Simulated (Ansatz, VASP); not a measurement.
# Ta4O: VASP beside Ansatz

INCAR

```
SYSTEM = Ta4O
  PREC = Accurate
  ENCUT = 600
  EDIFF = 1E-6
  ISMEAR = 0
  SIGMA = 0.1
  LREAL = .FALSE.
  LASPH = .TRUE.
  NELM = 120
  ALGO = Normal
  ISIF = 2
  LWAVE = .FALSE.
  LCHARG = .TRUE.
  GGA = PE
  LELF = .TRUE.
  LVHAR = .TRUE.
  NBANDS = 37
  GGA_COMPAT = .FALSE.
```

Contents of KPOINTS:

```
regular mesh
0
G
  6 6 6
  0 0 0
```

POSCAR

```
Ta4O
1.0
    2.7319256800      1.5772780300      2.8250314000
   -2.7319256800      1.5772780300      2.8250314000
    0.0000000000     -3.1545560600      2.8250314000
Ta O
4 1
Direct
    0.3294392500      0.8710097800      0.3294392500
    0.3294392500      0.3294392500      0.8710097800
    0.8710097800      0.3294392500      0.3294392500
    0.6610006300      0.6610006300      0.6610006300
    0.1376056100      0.1376056100      0.1376056100
```

Input for Ansatz:

```yaml
crystal:
  lattice:
    - [2.73192568, 1.57727803, 2.8250314]
    - [-2.73192568, 1.57727803, 2.8250314]
    - [0.0, -3.15455606, 2.8250314]
  atoms:
    - { symbol: Ta, position: [0.32943925, 0.87100978, 0.32943925] }
    - { symbol: Ta, position: [0.32943925, 0.32943925, 0.87100978] }
    - { symbol: Ta, position: [0.87100978, 0.32943925, 0.32943925] }
    - { symbol: Ta, position: [0.66100063, 0.66100063, 0.66100063] }
    - { symbol: O, position: [0.13760561, 0.13760561, 0.13760561] }
basis:
  ecutwfc: 420
kpoints:
  mp_grid: { grid: [6, 6, 6] }
hamiltonian:
  xc: pbe
scf:
  occupations: { method: gaussian, width: 0.1 }
  lower_state_search: "off"
output:
  forces: true
  stress: true
  eigenvalues: true
```

Alike in both runs: task single point; functional PBE; k mesh 6 × 6 × 6; occupations gaussian, width 0.1 eV; no spin polarisation.

|  | VASP | Ansatz |
| --- | --- | --- |
| version | VASP 6.6.1 | Ansatz 0.2.0 |
| potentials or method | VASP PAW PBE potentials, release 64 (Ta_sv_GW, O), cutoff 600 eV | scalar-relativistic, plane waves, PAW |
| valence electrons in the cell | 58 | 58 |

```csv
,VASP,Ansatz,Ansatz less VASP
gap on the k mesh at the Fermi level (eV),none,none,-
rms of the force components (eV/Å),16.683,16.431,-0.2518
```

Atom by atom the forces differ by 0.256 eV/Å (rms over components). A gap of «none» marks a metal or a gap that the smearing closes. With one functional, cell and mesh, what is left measures potentials, basis and numerics.

Spin-orbit coupling is off throughout.
